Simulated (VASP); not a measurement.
Ge:

```xyz
4
Lattice="0.0000 2.8857 5.1157 2.6305 0.0000 5.1157 2.6305 2.8857 0.0000" Properties=species:S:1:pos:R:3 pbc="T T T"
Ge    2.6305    4.1929    5.1157
Ge    2.6305    1.5786    5.1157
Ge    2.6305    2.8857    2.2318
Ge    2.6305    2.8857    7.9995
```

```yaml
Program: VASP 6.6.1
Task: relaxation of cell and atoms
Functional: PBEsol
Potentials_or_basis: VASP PAW PBE potentials, release 64 (Ge_d)
Cutoff: 600 eV
k_mesh: 7 × 7 × 7
Occupations: fermi-dirac, width 0.05 eV
Spin: no spin polarisation
```

At the start: pressure -3.7 GPa; volume 19.42 Å³/atom.

Question: Where does the relaxation end?

Answer: Over 20 steps the energy falls by 12.4 meV/atom and the volume is 18.41 Å³/atom (-5.2 %); space group Fmmm (No. 69, to 0.05 Å).

Step by step:
```csv
step,energy change (eV),largest force (eV/Å),pressure (GPa),volume (Å³)
1,0.0000,0.0420,-3.68,77.67
2,-0.0399,0.0687,1.22,72.76
3,-0.0439,0.0614,0.07,73.91
4,-0.0439,0.0625,-0.07,73.98
5,-0.0448,0.0596,-0.16,73.96
6,-0.0467,0.0669,-0.22,73.90
7,-0.0451,0.0488,-0.08,73.77
8,-0.0473,0.0656,-0.14,73.86
9,-0.0481,0.0526,0.08,73.64
10,-0.0483,0.0462,0.19,73.51
11,-0.0490,0.0360,-0.02,73.68
12,-0.0492,0.0382,-0.10,73.77
13,-0.0492,0.0393,-0.27,73.82
14,-0.0494,0.0330,-0.21,73.72
15,-0.0495,0.0263,0.07,73.62
16,-0.0495,0.0302,0.04,73.65
17,-0.0496,0.0189,-0.10,73.67
18,-0.0497,0.0086,-0.12,73.68
19,-0.0497,0.0056,-0.22,73.69
20,-0.0497,0.0052,0.02,73.65
```

Final structure:
```
Ge
1.0
     0.00000    2.85905    4.96438
     2.59459    0.00000    4.96438
     2.59459    2.85905    0.00000
Ge
4
Direct
  0.72626 0.27374 0.72626
  0.27374 0.72626 0.27374
  0.22335 0.22335 0.77665
  0.77665 0.77665 0.22335
```

Caveat: the PAW data sets were made with another functional, which shifts forces and pressure a little.
